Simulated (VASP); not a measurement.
# Au (P6_3/mmc) in VASP: notebook, part 2 of 2

VASP 6.6.1. The steps go on from the part before.

## (3) Single point, PBE

This run uses another cell than the first one, of 18.13 Å³/atom, 1.063 times its volume.

Contents of INCAR:

```
ALGO = Fast ; EDIFF = 1E-7
ENCUT = 520 ; GGA = PE
ISIF = 2 ; ISMEAR = -1
LASPH = T ; LCHARG = F
LREAL = F ; LWAVE = F
NBANDS = 18 ; NELM = 80
PREC = Accurate ; SIGMA = 0.05
```

Contents of KPOINTS:

```
k-points
0
Gamma
  11 11 6
```

Contents of POSCAR:

```
Au
1.0
    2.9192058577      0.0000000000      0.0000000000
   -1.4596029289      2.5281064317      0.0000000000
    0.0000000000      0.0000000000      4.9123188227
Au
2
Direct
    0.6666666667      0.3333333333      0.2500000000
    0.3333333333      0.6666666667      0.7500000000
```

Potentials or basis: VASP PAW PBE potentials, release 64 (Au).

Launch:

```sh
$ cat potpaw_PBE.64/Au/POTCAR > POTCAR
$ mpirun -np 1 vasp_std > vasp.out
```

OUTCAR:

```text
EDIFF = 1E-7
   ENCUT = 520
   GGA = PE
   ISIF = 2
   ISMEAR = -1
   LASPH = T
   LREAL = F
   NELM = 80
   PREC = Accurate

 ion  position               nearest neighbor table
   1  0.667  0.333  0.250-   2 2.98   2 2.98   2 2.98   2 2.98   2 2.98   2 2.98
   2  0.333  0.667  0.750-   1 2.98   1 2.98   1 2.98   1 2.98   1 2.98   1 2.98

  LATTYP: Found a hexagonal cell.
 ALAT       =     2.9192058577
 C/A-ratio  =     1.6827586207

[... 692 lines left out ...]
     18      25.4913      0.00000

 [... further k-points ...]

------------------------ aborting loop because EDIFF is reached ----------------------------------------

  FORCE on cell =-STRESS in cart. coord.  units (eV):
  Direction    XX          YY          ZZ          XY          YZ          ZX
  --------------------------------------------------------------------------------------
  -------------------------------------------------------------------------------------
  Total       -0.2242345     -0.2242345     -0.3382849      0.0000000      0.0000000      0.0000000
  in kB       -9.9098339     -9.9098339    -14.9501870      0.0000000      0.0000000      0.0000000
  external PRESSURE =     -11.5899516 kB  Pullay stress =       0.0000000 kB

 VOLUME and BASIS-vectors are now :
 -----------------------------------------------------------------------------
  energy-cutoff  :      520.00
  volume of cell :       36.25
      direct lattice vectors                 reciprocal lattice vectors
     2.919205858  0.000000000  0.000000000     0.342558918  0.197776484  0.000000000
    -1.459602929  2.528106432  0.000000000     0.000000000  0.395552967  0.000000000
     0.000000000  0.000000000  4.912318823     0.000000000  0.000000000  0.203569849

 POSITION                                       TOTAL-FORCE (eV/Angst)
 -----------------------------------------------------------------------------------
      1.45960      0.84270      1.22808         0.000000      0.000000      0.000000
     -0.00000      1.68540      3.68424        -0.000000     -0.000000      0.000000
 -----------------------------------------------------------------------------------
    total drift:                               -0.000000      0.000000     -0.000000

  FREE ENERGIE OF THE ION-ELECTRON SYSTEM (eV)
  ---------------------------------------------------
  free  energy   TOTEN  =        -6.4342117830 eV

  energy  without entropy=       -6.4256403138  energy(sigma->0) =       -6.42992605
```

OSZICAR:

```text
N       E                     dE             d eps       ncg     rms          rms(c)
DAV:   1     0.123134273553E+03    0.12313E+03   -0.11679E+04  2304   0.118E+03
DAV:   2    -0.482912126393E+01   -0.12796E+03   -0.12151E+03  2440   0.258E+02
DAV:   3    -0.694757352287E+01   -0.21185E+01   -0.21027E+01  2732   0.333E+01
DAV:   4    -0.695727420564E+01   -0.97007E-02   -0.96995E-02  2562   0.238E+00
DAV:   5    -0.695736277001E+01   -0.88564E-04   -0.88566E-04  2534   0.243E-01    0.109E+01
RMM:   6    -0.646542721635E+01    0.49194E+00   -0.90698E-01  2304   0.712E+00    0.715E+00
RMM:   7    -0.643775420927E+01    0.27673E-01   -0.10887E-01  2363   0.266E+00    0.332E+00
RMM:   8    -0.643428631864E+01    0.34679E-02   -0.11375E-02  2377   0.782E-01    0.451E-01
RMM:   9    -0.643420041577E+01    0.85903E-04   -0.80392E-04  2519   0.217E-01    0.158E-01
RMM:  10    -0.643421023959E+01   -0.98238E-05   -0.11691E-04  2524   0.729E-02    0.104E-01
RMM:  11    -0.643421170725E+01   -0.14677E-05   -0.24868E-05  2516   0.319E-02    0.149E-02
RMM:  12    -0.643421183593E+01   -0.12868E-06   -0.27654E-06  2465   0.105E-02    0.154E-02
RMM:  13    -0.643421159931E+01    0.23661E-06   -0.10037E-06  2488   0.726E-03    0.464E-03
RMM:  14    -0.643421178979E+01   -0.19048E-06   -0.11946E-07  1523   0.240E-03    0.117E-03
RMM:  15    -0.643421178299E+01    0.67960E-08   -0.26769E-08  1279   0.102E-03
   1 F= -.64342118E+01 E0= -.64299260E+01  d E =-.857147E-02
```

Run time: 41 s. Hardware: 1 thread of Intel Xeon Platinum 8259CL at 2.50GHz (Skylake/Cascade Lake), shared host; peak memory 0.18 GiB.

What came out:

| Item | Value |
| --- | --- |
| Free energy | -6.4342 eV |
| Pressure | -1.2 GPa |
| Band gap on the k mesh | zero (band 11 reaches 12.04 eV, above the bottom of band 12 at 5.92 eV) |

Levels at points of the mesh, in eV from the Fermi level:
| k point | band 7 | band 8 | band 9 | band 10 | band 11 | band 12 | band 13 | band 14 | band 15 | band 16 |
| --- | --- | --- | --- | --- | --- | --- | --- | --- | --- | --- |
| (0.00, 0.00, 0.00) | -3.97 | -3.33 | -3.33 | -2.11 | -2.11 | -0.84 | 2.39 | 14.65 | 15.65 | 16.72 |
| (0.00, 0.00, 0.50) | -4.28 | -4.28 | -2.53 | -2.53 | -2.53 | -2.53 | 10.21 | 10.21 | 14.92 | 14.92 |

Caveat: spin-orbit coupling is left out, which moves the levels of the heavy elements.

## (4) Single point, PBE

This run uses another cell than the first one, of 18.84 Å³/atom, 1.104 times its volume.

Contents of INCAR:

```
SYSTEM = Au
PREC = Accurate
ENCUT = 520
EDIFF = 1E-6
ISMEAR = -1
SIGMA = 0.05
LREAL = .FALSE.
LASPH = .TRUE.
NELM = 100
ALGO = Normal
ISIF = 2
LWAVE = .FALSE.
LCHARG = .FALSE.
GGA = PE
NBANDS = 18
```

Contents of KPOINTS:

```
Automatic mesh
0
G
  11 11 6
  0 0 0
```

Contents of POSCAR:

```
Au
1.0
    2.9568771850      0.0000000000      0.0000000000
   -1.4784385925      2.5607307581      0.0000000000
    0.0000000000      0.0000000000      4.9757105734
Au
2
Direct
    0.6666666667      0.3333333333      0.2500000000
    0.3333333333      0.6666666667      0.7500000000
```

Launch:

```sh
$ cat potpaw_PBE.64/Au/POTCAR > POTCAR
$ mpirun -np 1 vasp_std > vasp.out
```

It took 37 s on 1 thread of Intel Xeon Platinum 8259CL at 2.50GHz (Skylake/Cascade Lake), shared host; peak memory 0.18 GiB.

It converged, with:

```
Free energy            : -6.4039 eV
Pressure               : -5.7 GPa
Band gap on the k mesh : zero (band 11 reaches 11.32 eV, above the bottom of band 12 at 5.40 eV)
```

Levels at points of the mesh, in eV from the Fermi level:
| k point | band 8 | band 9 | band 10 | band 11 | band 12 | band 13 | band 14 | band 15 |
| --- | --- | --- | --- | --- | --- | --- | --- | --- |
| (0.00, 0.00, 0.00) | -3.21 | -3.21 | -2.07 | -2.07 | -0.66 | 2.22 | 14.65 | 15.60 |
| (0.00, 0.00, 0.50) | -4.09 | -2.46 | -2.46 | -2.46 | -2.46 | 9.96 | 9.96 | 14.91 |

Caveat: spin-orbit coupling is left out, which moves the levels of the heavy elements.

## (5) Single point, LDA

This run uses another cell than the first one, of 17.77 Å³/atom, 1.042 times its volume.

Contents of INCAR:

```
ALGO     = Normal         # electronic algorithm
EDIFF    = 1E-6           # SCF threshold, eV
ENCUT    = 520            # plane-wave cutoff, eV
ISIF     = 2              # what is computed and relaxed
ISMEAR   = -1             # smearing method
LASPH    = T              # aspherical terms in the spheres
LCHARG   = F              # write CHGCAR
LREAL    = F              # projectors in reciprocal space
LWAVE    = F              # write WAVECAR
NBANDS   = 18             # bands
NELM     = 80             # most SCF steps
PREC     = Accurate       # precision mode
SIGMA    = 0.05           # smearing width, eV
```

Contents of KPOINTS:

```
k-points
0
Gamma
  6 6 3
```

Contents of POSCAR:

```
Au
1.0
    2.9000000000      0.0000000000      0.0000000000
   -1.4500000000      2.5114736710      0.0000000000
    0.0000000000      0.0000000000      4.8800000000
Au
2
Direct
    0.6666666667      0.3333333333      0.2500000000
    0.3333333333      0.6666666667      0.7500000000
```

Potentials or basis: VASP PAW LDA potentials, release 64 (Au).

Launch:

```sh
$ cat potpaw_LDA.64/Au/POTCAR > POTCAR
$ mpirun -np 1 vasp_std > vasp.out
```

Run time: 3.1 s. Hardware: 1 thread of Intel Xeon 6975P-C (Granite Rapids), shared host; peak memory 0.14 GiB.

Results (log left out):

* Free energy: -8.6437 eV
* Pressure: -9.8 GPa
* Band gap on the k mesh: zero (band 11 reaches 11.69 eV, above the bottom of band 12 at 6.27 eV)

Stress tensor (GPa, compression positive):
```
-11.54   0.00   0.00
  0.00 -11.54   0.00
  0.00   0.00  -6.27
```

Levels at points of the mesh, in eV from the Fermi level:
```
           k point  band 9  band 10  band 11  band 12  band 13  band 14
(0.00, 0.00, 0.00)   -3.38    -2.10    -2.10    -0.95     2.49    14.62
(0.50, 0.00, 0.00)   -1.85    -1.68     0.37     1.49     5.58     7.02
```

Caveat: the k points lie up to 0.43 Å⁻¹ apart; spin-orbit coupling is left out, which moves the levels of the heavy elements.

## (6) Overview

```csv
level,potentials or basis,cell,k mesh,gap on the mesh (eV),pressure (GPa)
PBE,"VASP PAW PBE potentials, release 64 (Au)","a = 2.861, b = 2.861, c = 4.814 Å, angles 90.0, 90.0, 120.0°, 2 atoms",11 × 11 × 6,none,8.4
PBE,"VASP PAW PBE potentials, release 64 (Au)","a = 2.919, b = 2.919, c = 4.912 Å, angles 90.0, 90.0, 120.0°, 2 atoms",11 × 11 × 6,none,-1.2
PBE,"VASP PAW PBE potentials, release 64 (Au)","a = 2.957, b = 2.957, c = 4.976 Å, angles 90.0, 90.0, 120.0°, 2 atoms",11 × 11 × 6,none,-5.7
LDA,"VASP PAW LDA potentials, release 64 (Au)","a = 2.900, b = 2.900, c = 4.880 Å, angles 90.0, 90.0, 120.0°, 2 atoms",6 × 6 × 3,none,-9.8
```

Alike in all rows: task single point; no spin polarisation; cutoff (eV) 520; smearing fermi-dirac 0.05 eV.

Caveats: some runs use coarse meshes; spin-orbit coupling is left out, which moves the levels of the heavy elements.

Absolute energies hang on the potentials; compare differences alone.
